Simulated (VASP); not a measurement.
Set up this calculation in VASP 6.6.1, as the native input.

| Quantity | Value |
| --- | --- |
| Task | single point |
| Functional | PBEsol |
| Potentials or basis | VASP PAW PBE potentials, release 64 (Al, N) |
| Cutoff | 520 eV |
| k mesh | 10 × 10 × 10 |
| Occupations | fermi-dirac, width 0.02 eV |
| Spin | no spin polarisation |
| Dipole correction | no |
| Further INCAR settings | ALGO = Normal; EDIFF = 1e-07; NBANDS = 11 |

The structure of AlN lies in POSCAR:

```
AlN
1.0
    0.0000000000      1.9690000000      1.9690000000
    1.9690000000      0.0000000000      1.9690000000
    1.9690000000      1.9690000000      0.0000000000
Al N
1 1
Direct
    0.0000000000      0.0000000000      0.0000000000
    0.5000000000      0.5000000000      0.5000000000
```

One way to write it, as run:

INCAR

```
SYSTEM = AlN
  PREC = Accurate
  ENCUT = 520
  EDIFF = 1E-7
  ISMEAR = -1
  SIGMA = 0.02
  LREAL = .FALSE.
  LASPH = .TRUE.
  NELM = 80
  ALGO = Normal
  ISIF = 2
  LWAVE = .FALSE.
  LCHARG = .FALSE.
  GGA = PS
  NBANDS = 11
```

KPOINTS

```
regular mesh
0
G
  10 10 10
  0 0 0
```

Potentials or basis: VASP PAW PBE potentials, release 64 (Al, N).

The run is started by

```sh
$ cat potpaw_PBE.64/Al/POTCAR potpaw_PBE.64/N/POTCAR > POTCAR
$ mpirun -np 1 vasp_std > vasp.out
```

It gave:

The pressure is 24.8 GPa and the band gap on the k mesh is 4.99 eV, indirect (least direct gap 6.86 eV).

Caveat: the PAW data sets were made with another functional, which shifts forces and pressure a little.

Run time: 7.3 s on 1 thread of Intel(R) Xeon(R) Platinum 8259CL CPU @ 2.50GHz (Skylake/Cascade Lake), on a shared host, peak memory 0.13 GiB.
